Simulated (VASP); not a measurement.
# Be2Co (Fmmm) in VASP: notebook

The runs below take Be2Co through single point, with PBE.

Program: VASP 6.6.1. These are calculated values, not measurements. Logs are shortened: lines on timing, memory, paths and dates and some standing lists are left out, and cuts for length are marked.

## Step 1: The cell of the first run

The structure is orthorhombic, space group Fmmm (No. 69). The conventional cell has a = 2.677 Å, b = 3.839 Å, c = 10.665 Å, α = 90.00°, β = 90.00°, γ = 90.00°. Within 2.9 Å of Be (site symmetry mm2) lie 4 Co at 2.20 to 2.60 Å and 10 Be at 2.27 to 2.68 Å. Co (site symmetry mmm) has 8 Be at 2.20 to 2.60 Å and 6 Co at 2.34 to 2.68 Å within 2.9 Å.

## Step 2: Single point, PBE, collinear spin, ferromagnetic start

File INCAR:

```
SYSTEM = Be2Co
ALGO = Fast ; EDIFF = 1E-6
ENCUT = 520 ; GGA = PE
ISIF = 2 ; ISMEAR = 0
ISPIN = 2 ; LASPH = .True.
LCHARG = .False. ; LMAXMIX = 4
LORBIT = 11 ; LREAL = .False.
LWAVE = .False. ; MAGMOM = 0 0 1.19
NBANDS = 18 ; NELM = 150
PREC = Accurate ; SIGMA = 0.1
```

File KPOINTS:

```
k-points
0
Gamma
  2 2 2
  0 0 0
```

File POSCAR:

```
Be2Co
1.0
    0.0000000000      1.9194920000      5.3325430000
    1.3384940000      0.0000000000      5.3325430000
    1.3384940000      1.9194920000      0.0000000000
Be Co
2 1
Direct
    0.3360580000      0.3360580000      0.6639420000
    0.6639420000      0.6639420000      0.3360580000
    0.0000000000      0.0000000000      0.0000000000
```

Potentials or basis: VASP PAW PBE potentials, release 64 (Be, Co).

On the command line:

```console
> cat potpaw_PBE.64/Be/POTCAR potpaw_PBE.64/Co/POTCAR > POTCAR
> mpirun -np 1 vasp_std > vasp.out
```

OUTCAR:

```text
SYSTEM = Be2Co
   EDIFF = 1E-6
   ENCUT = 520
   GGA = PE
   ISIF = 2
   ISMEAR = 0
   ISPIN = 2
   LASPH = .True.
   LORBIT = 11
   LREAL = .False.
   NELM = 150
   PREC = Accurate

 ion  position               nearest neighbor table
   1  0.336  0.336  0.664-   3 2.20   3 2.20   2 2.27   2 2.27   3 2.60   3 2.60
   2  0.664  0.664  0.336-   3 2.20   3 2.20   1 2.27   1 2.27   3 2.60   3 2.60
   3  0.000  0.000  0.000-   2 2.20   2 2.20   1 2.20   1 2.20   1 2.60   2 2.60   2 2.60   1 2.60

  LATTYP: Found a face centered orthorhombic cell.
 ALAT       =     2.6769880000
 B/A-ratio  =     1.4340684381
 C/A-ratio  =     3.9839872274

  Lattice vectors:

 A1 = (   0.0000000000,   1.9194920000,   5.3325430000)
 A2 = (   1.3384940000,   0.0000000000,   5.3325430000)
 A3 = (   1.3384940000,   1.9194920000,   0.0000000000)

Analysis of symmetry for initial positions (statically):
=====================================================================
 Subroutine PRICEL returns:
 Original cell was already a primitive cell.

 Routine SETGRP: Setting up the symmetry group for a
 face centered orthorhombic supercell.

 Subroutine GETGRP returns: Found  8 space group operations
 (whereof  8 operations were pure point group operations)
 out of a pool of  8 trial point group operations.

The static configuration has the point symmetry D_2h.

Analysis of symmetry for dynamics (positions and initial velocities):
=====================================================================
 Subroutine PRICEL returns:
 Original cell was already a primitive cell.

 Routine SETGRP: Setting up the symmetry group for a
 face centered orthorhombic supercell.

 Subroutine GETGRP returns: Found  8 space group operations
 (whereof  8 operations were pure point group operations)
 out of a pool of  8 trial point group operations.

The dynamic configuration has the point symmetry D_2h.

Analysis of structural, dynamic, and magnetic symmetry:
=====================================================================
 Subroutine PRICEL returns:
 Original cell was already a primitive cell.

 Routine SETGRP: Setting up the symmetry group for a
 face centered orthorhombic supercell.

 Subroutine GETGRP returns: Found  8 space group operations
 (whereof  8 operations were pure point group operations)
 out of a pool of  8 trial point group operations.

The overall configuration has the point symmetry D_2h.

 Subroutine INISYM returns: Found  8 space group operations
 (whereof  8 operations are pure point group operations),
 and found     1 'primitive' translations

----------------------------------------------------------------------------------------

                                     Primitive cell

  volume of cell :      27.4010

  direct lattice vectors                    reciprocal lattice vectors
     0.000000000  1.919492000  5.332543000    -0.373554159  0.260485587  0.093763895
     1.338494000  0.000000000  5.332543000     0.373554159 -0.260485587  0.093763895
     1.338494000  1.919492000  0.000000000     0.373554159  0.260485587 -0.093763895

  length of vectors
     5.667491895  5.497961535  2.340088829     0.464959265  0.464959265  0.464959265

  position of ions in fractional coordinates (direct lattice)
     0.336058000  0.336058000  0.663942000
     0.663942000  0.663942000  0.336058000
     0.000000000  0.000000000  0.000000000

  ion indices of the primitive-cell ions
   primitive index   ion index
                 1           1
                 2           2
                 3           3

----------------------------------------------------------------------------------------

 KPOINTS: k-points

Automatic generation of k-mesh.
 Grid dimensions read from file:
 generate k-points for:    2    2    2

 Generating k-lattice:

  Cartesian coordinates                     Fractional coordinates (reciprocal lattice)
    -0.186777079  0.130242793  0.046881947     0.500000000  0.000000000  0.000000000
     0.186777079 -0.130242793  0.046881947     0.000000000  0.500000000  0.000000000
     0.186777079  0.130242793 -0.046881947     0.000000000  0.000000000  0.500000000

  Length of vectors
     0.232479633  0.232479633  0.232479633

  Shift w.r.t. Gamma in fractional coordinates (k-lattice)
     0.000000000  0.000000000  0.000000000

 Subroutine IBZKPT returns following result:
 ===========================================

 Found      5 irreducible k-points:

 Following reciprocal coordinates:
            Coordinates               Weight
  0.000000  0.000000  0.000000      1.000000
  0.500000  0.000000  0.000000      4.000000
  0.500000  0.500000  0.000000      1.000000
  0.500000  0.000000  0.500000      1.000000
  0.000000  0.500000  0.500000      1.000000
   k-points           NKPTS =      5   k-points in BZ     NKDIM =      5   number of bands    NBANDS=     18
   number of dos      NEDOS =    301   number of ions     NIONS =      3
   total plane-waves  NPLWV =  31752
   dimension x,y,z NGX =    42 NGY =   42 NGZ =   18
   dimension x,y,z NGXF=    84 NGYF=   84 NGZF=   36
   ions per type =               2   1
   NGX,Y,Z   is equivalent  to a cutoff of  12.32, 12.70, 12.79 a.u.
   NGXF,Y,Z  is equivalent  to a cutoff of  24.64, 25.40, 25.58 a.u.
 SYSTEM =  Be2Co
   PREC   = accura    normal or accurate (medium, high low for compatibility)
   ISTART =      0    job   : 0-new  1-cont  2-samecut
   ICHARG =      2    charge: 1-file 2-atom 10-const
   ISPIN  =      2    spin polarized calculation?
   LNONCOLLINEAR =      F non collinear calculations
   LSORBIT =      F    spin-orbit coupling
   LASPH  =      T    aspherical Exc in radial PAW
   ENCUT  =  520.0 eV  38.22 Ry    6.18 a.u.  10.54 10.22  4.35*2*pi/ulx,y,z
   NELM   =    150;   NELMIN=  2; NELMDL= -5     # of ELM steps
   EDIFF  = 0.1E-05   stopping-criterion for ELM
   LREAL  =      F    real-space projection
   EDIFFG = 0.1E-04   stopping-criterion for IOM
   NSW    =      0    number of steps for IOM
   IBRION =     -1    ionic relax: 0-MD 1-quasi-New 2-CG
   NFREE  =      0    steps in history (QN), initial steepest desc. (CG)
   ISIF   =      2    stress and relaxation
   ISYM   =      2    0-nonsym 1-usesym 2-fastsym
   POTIM  = 0.5000    time-step for ionic-motion
   TEBEG  =    0.0;   TEEND  =   0.0 temperature during run
   PSTRESS=    0.0 pullay stress
   NELECT =      13.0000    total number of electrons
   NUPDOWN=      -1.0000    fix difference up-down
   EMIN   =  10.00;   EMAX   =-10.00  energy-range for DOS
   EFERMI =   0.00;   METHOD = LEGACY
   ISMEAR =     0;   SIGMA  =   0.10  broadening in eV -4-tet -1-fermi 0-gaus
   EFERMI_NEDOS =   21; number of points for ismear=-14 and -15
   IALGO  =     68    algorithm
   IMIX   =      4    mixing-type and parameters
     AMIX     =   0.40;   BMIX     =  1.00
     AMIX_MAG =   1.60;   BMIX_MAG =  1.00
  volume/ion in A,a.u.               =       9.13        61.64
  Fermi-wavevector in a.u.,A,eV,Ry     =   1.276831  2.412862 22.181560  1.630299
  Thomas-Fermi vector in A             =   2.409465
   LORBIT       =     11    0 simple, 1 ext, 2 COOP (PROOUT), +10 PAW based schemes
   GGA     = PE    functional components
   LHFCALC =     F    Hartree Fock is set to
   AEXX    =    0.0000 exact exchange contribution
   IVDW    =     0    specifies the selected vdW correction
   LEPSILON=     F    determine dielectric tensor
   LRPA    =     F    only Hartree local field effects (RPA)
 spin polarized calculation
 RMM-DIIS sequential band-by-band and
 Gauss-broadening in eV      SIGMA  =   0.10
  energy-cutoff  :      520.00
  volume of cell :       27.40
 maximum number of plane-waves:       745
   NGX = 21   NGY = 21   NGZ =  9

 number of electron      13.0000002 magnetization       2.2492887

 Free energy of the ion-electron system (eV)
  ---------------------------------------------------
  ext. energy  EPLUGINS =         0.00000000
  ---------------------------------------------------
  free energy    TOTEN  =       -13.71628492 eV

  energy without entropy =      -13.70854260  energy(sigma->0) =      -13.71241376

 E-fermi :   7.2289     XC(G=0): -11.6169

 val. band max:        7.1771525801   @ k =   0.5000   0.5000   0.0000
 cond. band min:       7.2836940820   @ k =   0.0000   0.0000   0.0000
 fundamental gap:      0.1065415019
 Fermi energy:         7.2288615302

 spin component 1

 k-point     1 :       0.0000    0.0000    0.0000
  band No.  band energies     occupation
      1      -2.2342      1.00000
      2       1.0532      1.00000
      3       2.7063      1.00000
      4       3.0290      1.00000
      5       4.0782      1.00000
      6       4.7525      1.00000
[... 10 lines left out ...]
     17      30.8839      0.00000
     18      31.4537      0.00000

 k-point     2 :       0.5000    0.0000    0.0000
  band No.  band energies     occupation
      1       1.8585      1.00000
      2       2.3365      1.00000
      3       3.2599      1.00000
      4       4.5494      1.00000
      5       4.9271      1.00000
      6       5.3540      1.00000
[... 10 lines left out ...]
     17      27.2240      0.00000
     18      29.3261      0.00000

 k-point     3 :       0.5000    0.5000    0.0000
  band No.  band energies     occupation
      1      -1.2570      1.00000
      2      -1.0020      1.00000
      3       2.8716      1.00000
      4       3.0288      1.00000
      5       4.6859      1.00000
      6       4.8993      1.00000
[... 10 lines left out ...]
     17      31.0006      0.00000
     18      31.1099      0.00000

 k-point     4 :       0.5000    0.0000    0.5000
  band No.  band energies     occupation
      1       1.5945      1.00000
      2       2.2601      1.00000
      3       4.4550      1.00000
      4       4.6400      1.00000
      5       4.8228      1.00000
      6       6.1429      1.00000
[... 10 lines left out ...]
     17      25.6318      0.00000
     18      26.5202      0.00000

 k-point     5 :       0.0000    0.5000    0.5000
  band No.  band energies     occupation
      1       1.5924      1.00000
      2       2.0068      1.00000
      3       4.4803      1.00000
      4       4.7000      1.00000
      5       6.1429      1.00000
      6       6.7528      1.00000
[... 10 lines left out ...]
     17      23.4155      0.00000
     18      24.2846      0.00000
 Fermi energy:         7.2288615302

 spin component 2

 k-point     1 :       0.0000    0.0000    0.0000
  band No.  band energies     occupation
      1      -2.0356      1.00000
      2       1.6751      1.00000
      3       2.6803      1.00000
      4       4.9935      1.00000
      5       5.4574      1.00000
      6       6.9665      0.99990
[... 10 lines left out ...]
     17      31.0972      0.00000
     18      31.7695      0.00000

 k-point     2 :       0.5000    0.0000    0.0000
  band No.  band energies     occupation
      1       2.9345      1.00000
      2       3.6802      1.00000
      3       4.4298      1.00000
      4       4.7908      1.00000
      5       6.0561      1.00000
      6       7.3795      0.01658
[... 10 lines left out ...]
     17      27.4922      0.00000
     18      29.5571      0.00000

 k-point     3 :       0.5000    0.5000    0.0000
  band No.  band energies     occupation
      1      -1.1440      1.00000
      2      -0.6682      1.00000
      3       4.2499      1.00000
      4       4.9932      1.00000
      5       6.3718      1.00000
      6       6.9728      0.99985
[... 10 lines left out ...]
     17      30.9991      0.00000
     18      31.4014      0.00000

 k-point     4 :       0.5000    0.0000    0.5000
  band No.  band energies     occupation
      1       3.2173      1.00000
      2       4.2043      1.00000
      3       5.1077      1.00000
      4       5.9221      1.00000
      5       6.3309      1.00000
      6       8.5195      0.00000
[... 10 lines left out ...]
     17      25.9897      0.00000
     18      26.7737      0.00000

 k-point     5 :       0.0000    0.5000    0.5000
  band No.  band energies     occupation
      1       3.2127      1.00000
      2       3.6073      1.00000
      3       5.9644      1.00000
      4       6.4724      1.00000
      5       7.1139      0.94802
      6       8.0414      0.00000
[... 10 lines left out ...]
     17      23.8722      0.00000
     18      24.3646      0.00000

------------------------ aborting loop because EDIFF is reached ----------------------------------------

  FORCE on cell =-STRESS in cart. coord.  units (eV):
  Direction    XX          YY          ZZ          XY          YZ          ZX
  --------------------------------------------------------------------------------------
  -------------------------------------------------------------------------------------
  Total        3.8463119     -0.2430667     -0.7979522     -0.0000000      0.0000000      0.0000000
  in kB      224.8992397    -14.2124498    -46.6573825     -0.0000000      0.0000000      0.0000000
  external PRESSURE =      54.6764691 kB  Pullay stress =       0.0000000 kB

 VOLUME and BASIS-vectors are now :
 -----------------------------------------------------------------------------
  energy-cutoff  :      520.00
  volume of cell :       27.40
      direct lattice vectors                 reciprocal lattice vectors
     0.000000000  1.919492000  5.332543000    -0.373554159  0.260485587  0.093763895
     1.338494000  0.000000000  5.332543000     0.373554159 -0.260485587  0.093763895
     1.338494000  1.919492000  0.000000000     0.373554159  0.260485587 -0.093763895

 POSITION                                       TOTAL-FORCE (eV/Angst)
 -----------------------------------------------------------------------------------
      1.33849      1.91949      3.58409         0.000000      0.000000     -0.784452
      1.33849      1.91949      7.08100         0.000000      0.000000      0.784452
      0.00000      0.00000      0.00000         0.000000      0.000000     -0.000000
 -----------------------------------------------------------------------------------
    total drift:                                0.000000      0.000000     -0.000000

  FREE ENERGIE OF THE ION-ELECTRON SYSTEM (eV)
  ---------------------------------------------------
  free  energy   TOTEN  =       -13.7162849242 eV

  energy  without entropy=      -13.7085425959  energy(sigma->0) =      -13.71241376

 total charge

# of ion       s       p       d       tot
------------------------------------------
    1        0.373   0.727   0.000   1.100
    2        0.373   0.727   0.000   1.100
    3        0.454   0.776   7.161   8.392
--------------------------------------------------
tot          1.200   2.230   7.161  10.591

 magnetization (x)

# of ion       s       p       d       tot
------------------------------------------
    1        0.004   0.030   0.000   0.034
    2        0.004   0.030   0.000   0.034
    3       -0.014   0.007   2.073   2.066
--------------------------------------------------
tot         -0.007   0.068   2.073   2.134
```

Run time: 27 s. Hardware: 1 thread of Intel Xeon Platinum 8488C (Sapphire Rapids), shared host; peak memory 0.2 GiB.

What came out:

```yaml
Free_energy: -13.7163 eV
Pressure: 5.5 GPa
Largest_force: 0.784 eV/Å
Net_moment: 2.25 μB per cell
Site_moments: Be +0.03; Co +2.07 μB
Valence_electrons_inside_the_program's_atomic_spheres: Be 1.10; Co 8.39
```

Forces on the atoms (eV/Å):
```
Be   0.000  0.000 -0.784
Be   0.000  0.000  0.784
Co   0.000  0.000  0.000
```

Stress tensor (GPa, compression positive):
```
22.49  0.00  0.00
 0.00 -1.42  0.00
 0.00  0.00 -4.67
```

Levels at points of the mesh, in eV from the Fermi level:
Spin up:
| k point | band 4 | band 5 | band 6 | band 7 | band 8 | band 9 | band 10 | band 11 | band 12 | band 13 |
| --- | --- | --- | --- | --- | --- | --- | --- | --- | --- | --- |
| (0.00, 0.00, 0.00) | -4.20 | -3.15 | -2.48 | -2.33 | -1.89 | 9.63 | 11.73 | 13.35 | 15.57 | 15.74 |
| (0.50, 0.00, 0.00) | -2.68 | -2.30 | -1.87 | -1.22 | -0.57 | 4.14 | 5.23 | 7.33 | 12.56 | 12.77 |
| (0.50, 0.50, 0.00) | -4.20 | -2.54 | -2.33 | -1.89 | -1.00 | 5.32 | 12.78 | 15.28 | 16.68 | 17.37 |
| (0.50, 0.00, 0.50) | -2.59 | -2.41 | -1.09 | 2.51 | 3.65 | 4.64 | 5.38 | 6.27 | 6.87 | 8.56 |
| (0.00, 0.50, 0.50) | -2.53 | -1.09 | -0.48 | -0.22 | 2.12 | 5.39 | 5.89 | 6.97 | 8.67 | 10.72 |
Spin down:
| k point | band 2 | band 3 | band 4 | band 5 | band 6 | band 7 | band 8 | band 9 |
| --- | --- | --- | --- | --- | --- | --- | --- | --- |
| (0.00, 0.00, 0.00) | -5.55 | -4.55 | -2.24 | -1.77 | -0.26 | 0.05 | 0.64 | 9.87 |
| (0.50, 0.00, 0.00) | -3.55 | -2.80 | -2.44 | -1.17 | 0.15 | 0.75 | 0.93 | 5.01 |
| (0.50, 0.50, 0.00) | -7.90 | -2.98 | -2.24 | -0.86 | -0.26 | -0.05 | 0.64 | 6.03 |
| (0.50, 0.00, 0.50) | -3.02 | -2.12 | -1.31 | -0.90 | 1.29 | 3.07 | 4.52 | 5.05 |
| (0.00, 0.50, 0.50) | -3.62 | -1.26 | -0.76 | -0.11 | 0.81 | 1.29 | 2.40 | 6.07 |

Caveat: the k points lie up to 1.46 Å⁻¹ apart.

## Step 3: Single point, PBE, collinear spin, ferromagnetic start

File INCAR:

```
PREC = Accurate ; ENCUT = 520
EDIFF = 1E-6 ; ISMEAR = 0
SIGMA = 0.1 ; LREAL = False
LASPH = True ; NELM = 150
ALGO = Fast ; ISIF = 2
LWAVE = False ; LCHARG = True
ISPIN = 2 ; MAGMOM = 0 0 1.19
LORBIT = 11 ; LMAXMIX = 4
GGA = PE ; LELF = True
LVHAR = True ; NBANDS = 18
```

File KPOINTS:

```
Automatic mesh
0
Gamma
  6 6 6
```

File POSCAR:

```
Be2Co
1.0
    0.0000000000      1.9194920000      5.3325430000
    1.3384940000      0.0000000000      5.3325430000
    1.3384940000      1.9194920000      0.0000000000
Be Co
2 1
Direct
    0.8450580000      1.1480580000      1.6629420000
    1.1729420000      1.4759420000      1.3350580000
    0.5090000000      0.8120000000      0.9990000000
```

Potentials or basis: VASP PAW PBE potentials, release 64 (Be, Co).

On the command line:

```console
> cat potpaw_PBE.64/Be/POTCAR potpaw_PBE.64/Co/POTCAR > POTCAR
> mpirun -np 1 vasp_std > vasp.out
```

Wall time 62 s (1 thread of Intel Xeon Platinum 8488C (Sapphire Rapids), shared host); peak memory 0.21 GiB.

The run converged. Its results:

* Free energy: -14.6187 eV
* Pressure: -0.7 GPa
* Largest force: 0.105 eV/Å
* Net moment: 1.05 μB per cell
* Site moments: Be -0.01; Co +1.07 μB
* Valence electrons inside the program's atomic spheres: Be 1.06; Co 8.51

Forces in eV/Å, atoms in the order of the input:
```
Be   0.000  0.000 -0.105
Be   0.000  0.000  0.105
Co   0.000  0.000  0.000
```

Stress tensor (GPa, compression positive):
```
-0.01  0.00  0.00
 0.00 -3.44  0.00
 0.00  0.00  1.32
```

Levels at points of the mesh, in eV from the Fermi level:
Spin up:
```
           k point  band 3  band 4  band 5  band 6  band 7  band 8  band 9  band 10  band 11  band 12
(0.00, 0.00, 0.00)   -5.34   -3.24   -2.69   -1.48   -1.14   -0.97    8.89    11.38    12.39    14.57
(0.50, 0.00, 0.00)   -3.69   -3.54   -1.69   -1.20   -0.88   -0.19    3.92     4.50     7.08    11.97
(0.50, 0.50, 0.00)   -3.81   -3.24   -1.70   -1.51   -1.13   -0.97    4.95    11.80    14.41    15.67
(0.50, 0.00, 0.50)   -3.17   -2.15   -1.98    0.08    1.89    3.24    4.42     4.54     6.04     6.17
(0.00, 0.50, 0.50)   -2.11   -1.84   -0.82   -0.64    0.08    1.26    5.00     5.32     6.18     8.30
```
Spin down:
| k point | band 2 | band 3 | band 4 | band 5 | band 6 | band 7 | band 8 | band 9 | band 10 | band 11 |
| --- | --- | --- | --- | --- | --- | --- | --- | --- | --- | --- |
| (0.00, 0.00, 0.00) | -6.24 | -5.39 | -2.30 | -1.97 | -0.30 | -0.10 | 0.43 | 8.90 | 11.63 | 12.43 |
| (0.50, 0.00, 0.00) | -3.87 | -3.51 | -3.02 | -1.73 | -0.02 | 0.41 | 0.68 | 4.35 | 4.53 | 7.39 |
| (0.50, 0.50, 0.00) | -8.90 | -3.12 | -2.30 | -1.72 | -0.29 | -0.16 | 0.43 | 5.29 | 11.82 | 14.38 |
| (0.50, 0.00, 0.50) | -3.47 | -3.17 | -1.42 | -1.17 | 1.23 | 2.12 | 3.64 | 4.52 | 4.52 | 6.14 |
| (0.00, 0.50, 0.50) | -4.23 | -1.36 | -0.93 | -0.85 | 0.00 | 1.23 | 1.31 | 5.01 | 5.77 | 6.12 |

Caveat: the k points lie up to 0.49 Å⁻¹ apart.
